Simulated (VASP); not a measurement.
# CaC2 (I4/mmm) in VASP: notebook

Runs on CaC2. Level: LDA. Tasks: single point.

Everything below comes from runs of VASP 6.6.1. Logs are shortened: lines on timing, memory, paths and dates and some standing lists are left out, and cuts for length are marked.

## Step 1: The cell of the first run

It takes space group I4/mmm (No. 139, tetragonal). Conventional cell: a = 3.570 Å, b = 3.570 Å, c = 6.278 Å, α = 90.00°, β = 90.00°, γ = 90.00°. Ca (site symmetry 4/mmm) has 10 C at 2.51 to 2.60 Å within 3.3 Å. Within 1.7 Å of C (site symmetry 4mm) lie 1 C at 1.25 Å.

## Step 2: Single point, LDA (strain -0.050 along x and y, +0.000 along z)

Contents of INCAR:

```
SYSTEM = CaC2
  PREC = Accurate
  ENCUT = 600
  EDIFF = 1E-6
  ISMEAR = 0
  SIGMA = 0.05
  LREAL = .FALSE.
  LASPH = .TRUE.
  NELM = 120
  ALGO = Normal
  ISIF = 2
  LWAVE = .FALSE.
  LCHARG = .TRUE.
  LELF = .TRUE.
  LVHAR = .TRUE.
  NBANDS = 16
  GGA_COMPAT = .FALSE.
```

Contents of KPOINTS:

```
regular mesh
0
G
  10 10 10
  0 0 0
```

Contents of POSCAR:

```
CaC2
1.0
   -1.7849758499      1.7849758499      3.1388106270
    1.7849758499     -1.7849758499      3.1388106270
    1.7849758499      1.7849758499     -3.1388106270
Ca C
1 2
Direct
    0.0000000000      0.0000000000      0.0000000000
    0.5996770466      0.5996770466      0.0000000000
    0.4003229534      0.4003229534      0.0000000000
```

Potentials or basis: VASP PAW LDA potentials, release 64 (Ca_sv, C).

Run with:

```sh
$ cat potpaw_LDA.64/Ca_sv/POTCAR potpaw_LDA.64/C/POTCAR > POTCAR
$ mpirun -np 1 vasp_std > vasp.out
```

OUTCAR:

```text
SYSTEM = CaC2
   PREC = Accurate
   ENCUT = 600
   EDIFF = 1E-6
   ISMEAR = 0
   LREAL = .FALSE.
   LASPH = .TRUE.
   NELM = 120
   ISIF = 2

 ion  position               nearest neighbor table
   1  0.000  0.000  0.000-   2 2.51   3 2.51   2 2.60   3 2.60   2 2.60   2 2.60   2 2.60   3 2.60
                             3 2.60   3 2.60
   2  0.600  0.600  0.000-   3 1.25   1 2.51   1 2.60   1 2.60   1 2.60   1 2.60
   3  0.400  0.400  0.000-   2 1.25   1 2.51   1 2.60   1 2.60   1 2.60   1 2.60

  LATTYP: Found a body centered tetragonal cell.
 ALAT       =     3.5699516998
 C/A-ratio  =     1.7584611171

  Lattice vectors:

 A1 = (  -1.7849758499,   1.7849758499,   3.1388106270)
 A2 = (   1.7849758499,  -1.7849758499,   3.1388106270)
 A3 = (   1.7849758499,   1.7849758499,  -3.1388106270)

Analysis of symmetry for initial positions (statically):
=====================================================================
 Subroutine PRICEL returns:
 Original cell was already a primitive cell.

 Routine SETGRP: Setting up the symmetry group for a
 body centered tetragonal supercell.

 Subroutine GETGRP returns: Found 16 space group operations
 (whereof 16 operations were pure point group operations)
 out of a pool of 16 trial point group operations.

The static configuration has the point symmetry D_4h.

Analysis of symmetry for dynamics (positions and initial velocities):
=====================================================================
 Subroutine PRICEL returns:
 Original cell was already a primitive cell.

 Routine SETGRP: Setting up the symmetry group for a
 body centered tetragonal supercell.

 Subroutine GETGRP returns: Found 16 space group operations
 (whereof 16 operations were pure point group operations)
 out of a pool of 16 trial point group operations.

The dynamic configuration has the point symmetry D_4h.

 Subroutine INISYM returns: Found 16 space group operations
 (whereof 16 operations are pure point group operations),
 and found     1 'primitive' translations

----------------------------------------------------------------------------------------

                                     Primitive cell

  volume of cell :      40.0027

  direct lattice vectors                    reciprocal lattice vectors
    -1.784975850  1.784975850  3.138810627     0.000000000  0.280115835  0.159296007
     1.784975850 -1.784975850  3.138810627     0.280115835  0.000000000  0.159296007
     1.784975850  1.784975850 -3.138810627     0.280115835  0.280115835  0.000000000

  length of vectors
     4.027953540  4.027953540  4.027953540     0.322242298  0.322242298  0.396143612

  position of ions in fractional coordinates (direct lattice)
     0.000000000  0.000000000  0.000000000
     0.599677047  0.599677047  0.000000000
     0.400322953  0.400322953  0.000000000

  ion indices of the primitive-cell ions
   primitive index   ion index
                 1           1
                 2           2
                 3           3

----------------------------------------------------------------------------------------

 KPOINTS: regular mesh

Automatic generation of k-mesh.
 Grid dimensions read from file:
 generate k-points for:   10   10   10

 Generating k-lattice:

  Cartesian coordinates                     Fractional coordinates (reciprocal lattice)
     0.000000000  0.028011583  0.015929601     0.100000000 -0.000000000  0.000000000
     0.028011583  0.000000000  0.015929601    -0.000000000  0.100000000  0.000000000
     0.028011583  0.028011583  0.000000000     0.000000000  0.000000000  0.100000000

  Length of vectors
     0.032224230  0.032224230  0.039614361

  Shift w.r.t. Gamma in fractional coordinates (k-lattice)
     0.000000000  0.000000000  0.000000000

 Subroutine IBZKPT returns following result:
 ===========================================

 Found    102 irreducible k-points:

 Following reciprocal coordinates:
            Coordinates               Weight
  0.000000  0.000000  0.000000      1.000000
  0.100000  0.000000 -0.000000      8.000000
  0.200000  0.000000 -0.000000      8.000000
  0.300000  0.000000 -0.000000      8.000000
  0.400000 -0.000000  0.000000      8.000000
  0.500000 -0.000000  0.000000      4.000000
[... 16 lines left out ...]
  0.300000  0.300000 -0.000000      8.000000
  0.400000  0.300000 -0.000000     16.000000
 [... further k-points ...]
   k-points           NKPTS =    102   k-points in BZ     NKDIM =    102   number of bands    NBANDS=     16
   number of dos      NEDOS =    301   number of ions     NIONS =      3
   total plane-waves  NPLWV =  32768
   dimension x,y,z NGX =    32 NGY =   32 NGZ =   32
   dimension x,y,z NGXF=    64 NGYF=   64 NGZF=   64
   ions per type =               1   2
   NGX,Y,Z   is equivalent  to a cutoff of  13.21, 13.21, 13.21 a.u.
   NGXF,Y,Z  is equivalent  to a cutoff of  26.41, 26.41, 26.41 a.u.
 SYSTEM =  CaC2
   PREC   = accura    normal or accurate (medium, high low for compatibility)
   ISTART =      0    job   : 0-new  1-cont  2-samecut
   ICHARG =      2    charge: 1-file 2-atom 10-const
   ISPIN  =      1    spin polarized calculation?
   LNONCOLLINEAR =      F non collinear calculations
   LSORBIT =      F    spin-orbit coupling
   LASPH  =      T    aspherical Exc in radial PAW
   ENCUT  =  600.0 eV  44.10 Ry    6.64 a.u.   8.04  8.04  8.04*2*pi/ulx,y,z
   NELM   =    120;   NELMIN=  2; NELMDL= -5     # of ELM steps
   EDIFF  = 0.1E-05   stopping-criterion for ELM
   LREAL  =      F    real-space projection
   EDIFFG = 0.1E-04   stopping-criterion for IOM
   NSW    =      0    number of steps for IOM
   IBRION =     -1    ionic relax: 0-MD 1-quasi-New 2-CG
   NFREE  =      0    steps in history (QN), initial steepest desc. (CG)
   ISIF   =      2    stress and relaxation
   ISYM   =      2    0-nonsym 1-usesym 2-fastsym
   POTIM  = 0.5000    time-step for ionic-motion
   TEBEG  =    0.0;   TEEND  =   0.0 temperature during run
   PSTRESS=    0.0 pullay stress
   NELECT =      18.0000    total number of electrons
   NUPDOWN=      -1.0000    fix difference up-down
   EMIN   =  10.00;   EMAX   =-10.00  energy-range for DOS
   EFERMI =   0.00;   METHOD = LEGACY
   ISMEAR =     0;   SIGMA  =   0.05  broadening in eV -4-tet -1-fermi 0-gaus
   EFERMI_NEDOS =   21; number of points for ismear=-14 and -15
   IALGO  =     38    algorithm
   IMIX   =      4    mixing-type and parameters
     AMIX     =   0.40;   BMIX     =  1.00
     AMIX_MAG =   1.60;   BMIX_MAG =  1.00
  volume/ion in A,a.u.               =      13.33        89.98
  Fermi-wavevector in a.u.,A,eV,Ry     =   1.254495  2.370653 21.412287  1.573759
  Thomas-Fermi vector in A             =   2.388298
   LORBIT       =      0    0 simple, 1 ext, 2 COOP (PROOUT), +10 PAW based schemes
   GGA     = CA    functional components
   LHFCALC =     F    Hartree Fock is set to
   AEXX    =    0.0000 exact exchange contribution
   IVDW    =     0    specifies the selected vdW correction
   LEPSILON=     F    determine dielectric tensor
   LRPA    =     F    only Hartree local field effects (RPA)
 non-spin polarized calculation
 Gauss-broadening in eV      SIGMA  =   0.05
  energy-cutoff  :      600.00
  volume of cell :       40.00
 maximum number of plane-waves:      1364
   NGX = 17   NGY = 17   NGZ = 17

 number of electron      18.0000000 magnetization

 Free energy of the ion-electron system (eV)
  ---------------------------------------------------
  ext. energy  EPLUGINS =         0.00000000
  ---------------------------------------------------
  free energy    TOTEN  =       -22.04728350 eV

  energy without entropy =      -22.04728333  energy(sigma->0) =      -22.04728341

 E-fermi :   2.7783     XC(G=0): -10.6429

 val. band max:        2.6529390942   @ k =   0.5000   0.5000   0.5000
 cond. band min:       2.9055921785   @ k =   0.5000   0.5000   0.0000
 fundamental gap:      0.2526530843
 Fermi energy:         2.7782874093

 k-point     1 :       0.0000    0.0000    0.0000
  band No.  band energies     occupation
      1     -35.4057      2.00000
      2     -16.7282      2.00000
      3     -16.7282      2.00000
      4     -16.6198      2.00000
      5     -10.8476      2.00000
      6      -0.7921      2.00000
[... 8 lines left out ...]
     15      12.6343      0.00000
     16      12.6343      0.00000

 k-point     2 :       0.1000    0.0000   -0.0000
  band No.  band energies     occupation
      1     -35.4027      2.00000
      2     -16.7712      2.00000
      3     -16.7260      2.00000
      4     -16.6275      2.00000
      5     -10.7644      2.00000
      6      -0.9791      2.00000
[... 8 lines left out ...]
     15      12.2542      0.00000
     16      12.4642      0.00000

 k-point     3 :       0.2000    0.0000   -0.0000
  band No.  band energies     occupation
      1     -35.3949      2.00000
      2     -16.8827      2.00000
      3     -16.7199      2.00000
      4     -16.6441      2.00000
      5     -10.5465      2.00000
      6      -1.3917      2.00000
[... 8 lines left out ...]
     15      11.4337      0.00000
     16      11.9510      0.00000

 k-point     4 :       0.3000    0.0000   -0.0000
  band No.  band energies     occupation
      1     -35.3852      2.00000
      2     -17.0150      2.00000
      3     -16.7124      2.00000
      4     -16.6625      2.00000
      5     -10.2750      2.00000
      6      -1.8453      2.00000
[... 8 lines left out ...]
     15      10.7377      0.00000
     16      11.1257      0.00000
[... 324 lines left out ...]
 k-point    22 :      -0.2000    0.2000    0.0000
  band No.  band energies     occupation
      1     -35.3876      2.00000
      2     -16.8910      2.00000
      3     -16.8002      2.00000
      4     -16.6371      2.00000
      5     -10.4415      2.00000
      6      -1.0007      2.00000
[... 8 lines left out ...]
     15      11.0342      0.00000
     16      12.7899      0.00000

 k-point    23 :       0.3000    0.3000   -0.0000
  band No.  band energies     occupation
      1     -35.3672      2.00000
      2     -16.9662      2.00000
      3     -16.9086      2.00000
      4     -16.6919      2.00000
      5     -10.1947      2.00000
      6      -1.8720      2.00000
[... 8 lines left out ...]
     15      10.9811      0.00000
     16      11.8390      0.00000

 k-point    24 :       0.4000    0.3000   -0.0000
  band No.  band energies     occupation
      1     -35.3620      2.00000
      2     -17.0119      2.00000
      3     -16.8999      2.00000
      4     -16.6911      2.00000
      5     -10.2117      2.00000
      6      -1.5941      2.00000
[... 8 lines left out ...]
     15      11.4390      0.00000
     16      11.7085      0.00000

 [... further k-points ...]
[... 5 lines left out ...]
  --------------------------------------------------------------------------------------
  -------------------------------------------------------------------------------------
  Total        2.7603416      2.7603416      0.4443668      0.0000000     -0.0000000      0.0000000
  in kB      110.5563313    110.5563313     17.7976373      0.0000000     -0.0000000      0.0000000
  external PRESSURE =      79.6367666 kB  Pullay stress =       0.0000000 kB

 VOLUME and BASIS-vectors are now :
 -----------------------------------------------------------------------------
  energy-cutoff  :      600.00
  volume of cell :       40.00
      direct lattice vectors                 reciprocal lattice vectors
    -1.784975850  1.784975850  3.138810627     0.000000000  0.280115835  0.159296007
     1.784975850 -1.784975850  3.138810627     0.280115835  0.000000000  0.159296007
     1.784975850  1.784975850 -3.138810627     0.280115835  0.280115835  0.000000000

 POSITION                                       TOTAL-FORCE (eV/Angst)
 -----------------------------------------------------------------------------------
      0.00000      0.00000      0.00000        -0.000000     -0.000000     -0.000000
      0.00000      0.00000      3.76455         0.000000      0.000000     -0.073325
      0.00000      0.00000      2.51308         0.000000      0.000000      0.073325
 -----------------------------------------------------------------------------------
    total drift:                                0.000000      0.000000      0.000000

  FREE ENERGIE OF THE ION-ELECTRON SYSTEM (eV)
  ---------------------------------------------------
  free  energy   TOTEN  =       -22.0472835010 eV

  energy  without entropy=      -22.0472833270  energy(sigma->0) =      -22.04728341
```

Wall time 2.4 min (1 thread of Oxide Virtual Turin-like, shared host); peak memory 0.18 GiB.

Results:

```yaml
Free_energy: -22.0473 eV
Pressure: 8.0 GPa
Largest_force: 0.073 eV/Å
Band_gap_on_the_k_mesh: 0.25 eV (least direct gap 1.61 eV)
```

Forces on the atoms (eV/Å):
```
Ca   0.000  0.000  0.000
C    0.000  0.000 -0.073
C    0.000  0.000  0.073
```

Levels at points of the mesh, in eV from the valence-band top:
| k point | band 7 | band 8 | band 9 | band 10 | band 11 | band 12 |
| --- | --- | --- | --- | --- | --- | --- |
| (0.00, 0.00, 0.00) | -2.20 | -1.18 | -1.18 | 2.72 | 2.72 | 3.81 |
| (0.50, 0.00, 0.00) | -2.94 | -2.43 | -1.22 | 4.59 | 5.73 | 6.38 |
| (0.50, 0.50, 0.00) | -3.18 | -1.93 | -1.36 | 0.25 | 5.05 | 7.13 |
| (0.50, 0.50, 0.50) | -1.86 | -1.86 | 0.00 | 2.67 | 6.38 | 6.38 |

Caveat: the cell differs from its parent crystal (strain -0.050 along x and y, +0.000 along z); the stress differs along the axes, from 2 to 11 GPa.

(Continued in part 2 of 2.)
